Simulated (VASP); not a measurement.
A run of VASP 6.6.1 is set up as follows.

INCAR

```
ALGO     = Normal         # electronic algorithm
EDIFF    = 1E-6           # SCF threshold, eV
ENCUT    = 520            # plane-wave cutoff, eV
ISIF     = 2              # what is computed and relaxed
ISMEAR   = -1             # smearing method
LASPH    = True           # aspherical terms in the spheres
LCHARG   = True           # write CHGCAR
LELF     = True           # ELF
LREAL    = False          # projectors in reciprocal space
LVHAR    = True         
LWAVE    = False          # write WAVECAR
NBANDS   = 16             # bands
NELM     = 80             # most SCF steps
PREC     = Accurate       # precision mode
SIGMA    = 0.1            # smearing width, eV
```

File KPOINTS:

```
k-points
0
Gamma
  8 8 4
```

POSCAR

```
Rb
1.0
    2.5381800000     -4.4447200000      0.0000000000
    2.5381800000      4.4447200000      0.0000000000
    0.0000000000      0.0000000000      8.8704000000
Rb
2
Direct
    0.8397100000      0.1602900000      0.7500000000
    0.1602900000      0.8397100000      0.2500000000
```

Potentials or basis: VASP PAW LDA potentials, release 64 (Rb_sv).

Run with:

```console
$ cat potpaw_LDA.64/Rb_sv/POTCAR > POTCAR
$ mpirun -np 1 vasp_std > vasp.out
```

Task: Estimate the band gap on the k mesh.

Result: Zero (bands 9 and 10 overlap by 2.18 eV).

Task: What does it give for the pressure?

Result: -0.5 GPa.

Forces on the atoms (eV/Å):
```
Rb   0.000  0.003  0.000
Rb   0.000 -0.003  0.000
```
